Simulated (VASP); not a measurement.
Set up this calculation in VASP 6.6.1, as the native input.

```yaml
Task: single point
Functional: BLYP
Potentials_or_basis: VASP PAW PBE potentials, release 64 (Cu)
Cutoff: 520 eV
k_mesh: 10 × 10 × 1
Occupations: fermi-dirac, width 0.15 eV
Spin: no spin polarisation
Dipole_correction: no
Further_INCAR_settings: ALGO = Normal; EDIFF = 1e-07; NBANDS = 42
```

The structure of Cu lies in POSCAR:

```
Cu
1.0
    2.5036582200      0.0000000000      0.0000000000
   -1.2518291100      2.1682316200      0.0000000000
    0.0000000000      0.0000000000     24.5755892700
Cu
6
Direct
    0.0000000000      0.0000000000      0.3737644500
    0.6666666667      0.3333333333      0.2896144200
    0.3333333333      0.6666666667      0.4579908600
    0.0000000000      0.0000000000      0.6262355500
    0.6666666667      0.3333333333      0.5420091400
    0.3333333333      0.6666666667      0.7103855800
```

One way to write it, as run:

INCAR

```
AGGAC = 1.0
AGGAX = 1.0
ALDAC = 0.0
ALDAX = 1.0
ALGO = Normal
EDIFF = 1E-7
ENCUT = 520
GGA = B5
ISIF = 2
ISMEAR = -1
LASPH = T
LCHARG = F
LREAL = F
LWAVE = F
NBANDS = 42
NELM = 100
PREC = Accurate
SIGMA = 0.15
```

KPOINTS

```
k-points
0
Gamma
  10 10 1
```

Potentials or basis: VASP PAW PBE potentials, release 64 (Cu).

Command:

```sh
$ cat potpaw_PBE.64/Cu/POTCAR > POTCAR
$ mpirun -np 1 vasp_std > vasp.out
```

Results of the run:

The largest force is 0.574 eV/Å and the band gap on the k mesh is zero (band 33 reaches 5.25 eV, above the bottom of band 34 at 0.43 eV).

Caveat: the PAW data sets were made with another functional, which shifts forces and pressure a little.

Run time: 9.6 min on 1 thread of Intel Xeon 6975P-C, on a shared host, peak memory 0.29 GiB.
